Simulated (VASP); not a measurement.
# Ti (Im-3m) in VASP: single point with PBEsol

Aim: the single point of Ti with PBEsol.

Everything below comes from runs of VASP 6.6.1. Logs are shortened: lines on timing, memory, paths and dates and some standing lists are left out, and cuts for length are marked.

## 1. The cell of the first run

Symmetry: Im-3m, No. 229, cubic system. Conventional cell: a = 3.346 Å, b = 3.346 Å, c = 3.346 Å, α = 90.00°, β = 90.00°, γ = 90.00°. Within 3.8 Å of Ti (site symmetry m-3m) lie 14 Ti at 2.90 to 3.35 Å.

## 2. Single point, PBEsol (volume scaled by 1.06)

File INCAR:

```
SYSTEM = Ti
PREC = Accurate
ENCUT = 520
EDIFF = 1E-6
ISMEAR = -1
SIGMA = 0.05
LREAL = .False.
LASPH = .True.
NELM = 60
ALGO = Normal
ISIF = 2
LWAVE = .False.
LCHARG = .False.
GGA = PS
NBANDS = 12
```

File KPOINTS:

```
Automatic mesh
0
Gamma
  14 14 14
  0 0 0
```

File POSCAR:

```
Ti
1.0
   -1.6731846416      1.6731846416      1.6731846416
    1.6731846416     -1.6731846416      1.6731846416
    1.6731846416      1.6731846416     -1.6731846416
Ti
1
Direct
    0.0000000000      0.0000000000      0.0000000000
```

Potentials or basis: VASP PAW PBE potentials, release 64 (Ti_sv).

Launch:

```sh
cat potpaw_PBE.64/Ti_sv/POTCAR > POTCAR
mpirun -np 1 vasp_std > vasp.out
```

OUTCAR:

```text
SYSTEM = Ti
   PREC = Accurate
   ENCUT = 520
   EDIFF = 1E-6
   ISMEAR = -1
   LREAL = .False.
   LASPH = .True.
   NELM = 60
   ISIF = 2
   GGA = PS

 ion  position               nearest neighbor table
   1  0.000  0.000  0.000-

  LATTYP: Found a body centered cubic cell.
 ALAT       =     3.3463692832

  Lattice vectors:

 A1 = (  -1.6731846416,   1.6731846416,   1.6731846416)
 A2 = (   1.6731846416,  -1.6731846416,   1.6731846416)
 A3 = (   1.6731846416,   1.6731846416,  -1.6731846416)

Analysis of symmetry for initial positions (statically):
=====================================================================
 Subroutine PRICEL returns:
 Original cell was already a primitive cell.

 Routine SETGRP: Setting up the symmetry group for a
 body centered cubic supercell.

 Subroutine GETGRP returns: Found 48 space group operations
 (whereof 48 operations were pure point group operations)
 out of a pool of 48 trial point group operations.

The static configuration has the point symmetry O_h .

Analysis of symmetry for dynamics (positions and initial velocities):
=====================================================================
 Subroutine PRICEL returns:
 Original cell was already a primitive cell.

 Routine SETGRP: Setting up the symmetry group for a
 body centered cubic supercell.

 Subroutine GETGRP returns: Found 48 space group operations
 (whereof 48 operations were pure point group operations)
 out of a pool of 48 trial point group operations.

The dynamic configuration has the point symmetry O_h .

 Subroutine INISYM returns: Found 48 space group operations
 (whereof 48 operations are pure point group operations),
 and found     1 'primitive' translations

----------------------------------------------------------------------------------------

                                     Primitive cell

  volume of cell :      18.7366

  direct lattice vectors                    reciprocal lattice vectors
    -1.673184642  1.673184642  1.673184642     0.000000000  0.298831335  0.298831335
     1.673184642 -1.673184642  1.673184642     0.298831335  0.000000000  0.298831335
     1.673184642  1.673184642 -1.673184642     0.298831335  0.298831335  0.000000000

  length of vectors
     2.898040810  2.898040810  2.898040810     0.422611327  0.422611327  0.422611327

  position of ions in fractional coordinates (direct lattice)
     0.000000000  0.000000000  0.000000000

  ion indices of the primitive-cell ions
   primitive index   ion index
                 1           1

----------------------------------------------------------------------------------------

 KPOINTS: Automatic mesh

Automatic generation of k-mesh.
 Grid dimensions read from file:
 generate k-points for:   14   14   14

 Generating k-lattice:

  Cartesian coordinates                     Fractional coordinates (reciprocal lattice)
     0.000000000  0.021345095  0.021345095     0.071428571  0.000000000  0.000000000
     0.021345095  0.000000000  0.021345095     0.000000000  0.071428571  0.000000000
     0.021345095  0.021345095  0.000000000     0.000000000  0.000000000  0.071428571

  Length of vectors
     0.030186523  0.030186523  0.030186523

  Shift w.r.t. Gamma in fractional coordinates (k-lattice)
     0.000000000  0.000000000  0.000000000

 Subroutine IBZKPT returns following result:
 ===========================================

 Found    104 irreducible k-points:

 Following reciprocal coordinates:
            Coordinates               Weight
  0.000000  0.000000  0.000000      1.000000
  0.071429  0.000000  0.000000     12.000000
  0.142857  0.000000  0.000000     12.000000
  0.214286  0.000000  0.000000     12.000000
  0.285714  0.000000  0.000000     12.000000
  0.357143  0.000000  0.000000     12.000000
[... 16 lines left out ...]
  0.285714  0.285714  0.000000     24.000000
  0.357143  0.285714 -0.000000     24.000000
 [... further k-points ...]
   k-points           NKPTS =    104   k-points in BZ     NKDIM =    104   number of bands    NBANDS=     12
   number of dos      NEDOS =    301   number of ions     NIONS =      1
   total plane-waves  NPLWV =  13824
   dimension x,y,z NGX =    24 NGY =   24 NGZ =   24
   dimension x,y,z NGXF=    48 NGYF=   48 NGZF=   48
   ions per type =               1
   NGX,Y,Z   is equivalent  to a cutoff of  13.77, 13.77, 13.77 a.u.
   NGXF,Y,Z  is equivalent  to a cutoff of  27.54, 27.54, 27.54 a.u.
 SYSTEM =  Ti
   PREC   = accura    normal or accurate (medium, high low for compatibility)
   ISTART =      0    job   : 0-new  1-cont  2-samecut
   ICHARG =      2    charge: 1-file 2-atom 10-const
   ISPIN  =      1    spin polarized calculation?
   LNONCOLLINEAR =      F non collinear calculations
   LSORBIT =      F    spin-orbit coupling
   LASPH  =      T    aspherical Exc in radial PAW
   ENCUT  =  520.0 eV  38.22 Ry    6.18 a.u.   5.39  5.39  5.39*2*pi/ulx,y,z
   NELM   =     60;   NELMIN=  2; NELMDL= -5     # of ELM steps
   EDIFF  = 0.1E-05   stopping-criterion for ELM
   LREAL  =      F    real-space projection
   EDIFFG = 0.1E-04   stopping-criterion for IOM
   NSW    =      0    number of steps for IOM
   IBRION =     -1    ionic relax: 0-MD 1-quasi-New 2-CG
   NFREE  =      0    steps in history (QN), initial steepest desc. (CG)
   ISIF   =      2    stress and relaxation
   ISYM   =      2    0-nonsym 1-usesym 2-fastsym
   POTIM  = 0.5000    time-step for ionic-motion
   TEBEG  =    0.0;   TEEND  =   0.0 temperature during run
   PSTRESS=    0.0 pullay stress
   NELECT =      12.0000    total number of electrons
   NUPDOWN=      -1.0000    fix difference up-down
   EMIN   =  10.00;   EMAX   =-10.00  energy-range for DOS
   EFERMI =   0.00;   METHOD = LEGACY
   ISMEAR =    -1;   SIGMA  =   0.05  broadening in eV -4-tet -1-fermi 0-gaus
   EFERMI_NEDOS =   21; number of points for ismear=-14 and -15
   IALGO  =     38    algorithm
   IMIX   =      4    mixing-type and parameters
     AMIX     =   0.40;   BMIX     =  1.00
     AMIX_MAG =   1.60;   BMIX_MAG =  1.00
  volume/ion in A,a.u.               =      18.74       126.44
  Fermi-wavevector in a.u.,A,eV,Ry     =   1.411144  2.666676 27.093660  1.991328
  Thomas-Fermi vector in A             =   2.533026
   LORBIT       =      0    0 simple, 1 ext, 2 COOP (PROOUT), +10 PAW based schemes
   GGA     = PS    functional components
   LHFCALC =     F    Hartree Fock is set to
   AEXX    =    0.0000 exact exchange contribution
   IVDW    =     0    specifies the selected vdW correction
   LEPSILON=     F    determine dielectric tensor
   LRPA    =     F    only Hartree local field effects (RPA)
 non-spin polarized calculation
  energy-cutoff  :      520.00
  volume of cell :       18.74
 maximum number of plane-waves:       531
 NGX is ok and might be reduce to    24
   NGX = 11   NGY = 11   NGZ = 11

 number of electron      12.0000002 magnetization

 Free energy of the ion-electron system (eV)
  ---------------------------------------------------
  ext. energy  EPLUGINS =         0.00000000
  ---------------------------------------------------
  free energy    TOTEN  =        -8.15698275 eV

  energy without entropy =       -8.13503125  energy(sigma->0) =       -8.14600700

 E-fermi :   7.1926     XC(G=0): -11.2751

 val. band max:        7.1915236068   @ k =  -0.3571   0.3571   0.0714
 cond. band min:       7.2189841521   @ k =  -0.2857   0.3571   0.0714
 fundamental gap:      0.0274605453
 Fermi energy:         7.1926452149

 k-point     1 :       0.0000    0.0000    0.0000
  band No.  band energies     occupation
      1     -49.2557      2.00000
      2     -25.2845      2.00000
      3     -25.2845      2.00000
      4     -25.2845      2.00000
      5       1.4179      2.00000
      6       8.1100      0.00000
      7       8.1100      0.00000
      8       8.1100      0.00000
      9       9.7214      0.00000
     10       9.7214      0.00000
     11      24.0837      0.00000
     12      24.0837      0.00000

 k-point     2 :       0.0714    0.0000    0.0000
  band No.  band energies     occupation
      1     -49.2509      2.00000
      2     -25.3117      2.00000
      3     -25.2930      2.00000
      4     -25.2846      2.00000
      5       1.5808      2.00000
      6       8.0389      0.00000
      7       8.0898      0.00000
      8       8.2250      0.00000
      9       9.6411      0.00000
     10       9.7259      0.00000
     11      23.7579      0.00000
     12      24.0447      0.00000

 k-point     3 :       0.1429    0.0000    0.0000
  band No.  band energies     occupation
      1     -49.2373      2.00000
      2     -25.3875      2.00000
      3     -25.3169      2.00000
      4     -25.2849      2.00000
      5       2.0524      2.00000
      6       7.8460      0.00000
      7       7.9897      0.00000
      8       8.5591      0.00000
      9       9.4890      0.00000
     10       9.7434      0.00000
     11      22.7467      0.00000
     12      23.7093      0.00000
[... 286 lines left out ...]
 k-point    23 :       0.2857    0.2857    0.0000
  band No.  band energies     occupation
      1     -49.1491      2.00000
      2     -25.7096      2.00000
      3     -25.5666      2.00000
      4     -25.3464      2.00000
      5       5.9899      2.00000
      6       6.6025      1.99999
      7       7.0262      1.93076
      8       9.6987      0.00000
      9      10.0508      0.00000
     10      12.8687      0.00000
     11      16.0541      0.00000
     12      16.1683      0.00000

 k-point    24 :       0.3571    0.2857   -0.0000
  band No.  band energies     occupation
      1     -49.1460      2.00000
      2     -25.6887      2.00000
      3     -25.6064      2.00000
      4     -25.3492      2.00000
      5       6.1762      2.00000
      6       6.7008      1.99989
      7       6.8369      1.99838
      8       9.8044      0.00000
      9      10.0119      0.00000
     10      13.7477      0.00000
     11      14.9579      0.00000
     12      15.9309      0.00000

 [... further k-points ...]

------------------------ aborting loop because EDIFF is reached ----------------------------------------

  FORCE on cell =-STRESS in cart. coord.  units (eV):
  Direction    XX          YY          ZZ          XY          YZ          ZX
  --------------------------------------------------------------------------------------
  -------------------------------------------------------------------------------------
  Total       -1.3397914     -1.3397914     -1.3397914      0.0000000      0.0000000     -0.0000000
  in kB     -114.5661131   -114.5661131   -114.5661131      0.0000000      0.0000000     -0.0000000
  external PRESSURE =    -114.5661131 kB  Pullay stress =       0.0000000 kB

 VOLUME and BASIS-vectors are now :
 -----------------------------------------------------------------------------
  energy-cutoff  :      520.00
  volume of cell :       18.74
      direct lattice vectors                 reciprocal lattice vectors
    -1.673184642  1.673184642  1.673184642     0.000000000  0.298831335  0.298831335
     1.673184642 -1.673184642  1.673184642     0.298831335  0.000000000  0.298831335
     1.673184642  1.673184642 -1.673184642     0.298831335  0.298831335  0.000000000

 POSITION                                       TOTAL-FORCE (eV/Angst)
 -----------------------------------------------------------------------------------
      0.00000      0.00000      0.00000        -0.000000      0.000000      0.000000
 -----------------------------------------------------------------------------------
    total drift:                                0.000000      0.000000     -0.000000

  FREE ENERGIE OF THE ION-ELECTRON SYSTEM (eV)
  ---------------------------------------------------
  free  energy   TOTEN  =        -8.1569827532 eV

  energy  without entropy=       -8.1350312455  energy(sigma->0) =       -8.14600700
```

Wall time 33 s (1 thread of Intel Xeon 8259CL, shared host); peak memory 0.15 GiB.

What came out:

```yaml
Free_energy: -8.1570 eV
Pressure: -11.5 GPa
Band_gap_on_the_k_mesh: zero (band 6 reaches 8.11 eV, above the bottom of band 7 at 6.58 eV)
```

Caveat: the PAW data sets were made with another functional, which shifts forces and pressure a little.
